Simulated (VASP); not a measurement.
**Rh: single point with PBE**

The system is Rh.

```
Rh
1.0
     0.00000    1.95301    1.95301
     1.95301    0.00000    1.95301
     1.95301    1.95301    0.00000
Rh
1
Direct
  0.00000 0.00000 0.00000
```

- Program: VASP 6.6.1
- Task: single point
- Functional: PBE
- Potentials or basis: VASP PAW PBE potentials, release 64 (Rh_pv)
- Cutoff: 520 eV
- k mesh: 25 × 25 × 25
- Occupations: fermi-dirac, width 0.0612256 eV
- Spin: no spin polarisation
- Dipole correction: no
- Further INCAR settings: ALGO = Normal; EDIFF = 1e-06; NBANDS = 14

| Quantity | Value |
| --- | --- |
| Pressure | -12.9 GPa |
| Band gap on the k mesh | zero (an odd number of electrons rules out a gap without spin polarisation) |

Levels at points of the mesh, in eV from the Fermi level:
```tsv
k point	band 4	band 5	band 6	band 7	band 8	band 9	band 10	band 11
(0.00, 0.00, 0.00)	-7.37	-2.71	-2.71	-2.71	-0.88	-0.88	16.02	20.77
```

Run time: 34 s on 1 thread of Intel(R) Xeon(R) Platinum 8559C (Emerald Rapids), on a shared host, peak memory 0.21 GiB.

Caveat: the cell stands under tension.
